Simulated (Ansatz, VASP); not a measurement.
# AlRu: VASP beside Ansatz

```
Al Ru
1.0
     2.95376    0.00000    0.00000
     0.00000    2.95376    0.00000
     0.00000    0.00000    2.95376
Al Ru
1 1
Direct
  0.00000 0.00000 0.00000
  0.50000 0.50000 0.50000
```

Alike in both runs: functional LDA; k mesh 14 × 14 × 14; occupations gaussian, width 0.1 eV; no spin polarisation.

Ansatz relaxed the structure, and its values are those at the end. VASP's run is a single point on that final structure, the one shown.

|  | VASP | Ansatz |
| --- | --- | --- |
| version | VASP 6.6.1 | Ansatz 0.2.0 |
| potentials or method | VASP PAW LDA potentials, release 64 (Al, Ru_pv), cutoff 520 eV | scalar-relativistic, plane waves, PAW |
| valence electrons in the cell | 17 | 19 |

|  | VASP | Ansatz | Ansatz less VASP |
| --- | --- | --- | --- |
| gap on the k mesh at the Fermi level (eV) | none | none | - |
| pressure (GPa) | 0.6 | 0.0 | -0.61 |

LDA's correlation is that of Perdew and Zunger in VASP and of Perdew and Wang (1992) in Ansatz. A gap of «none» marks a metal or a gap that the smearing closes. VASP's potentials hold 17 valence electrons a cell and Ansatz's 19, so a difference there can come from the potentials and not from the codes.
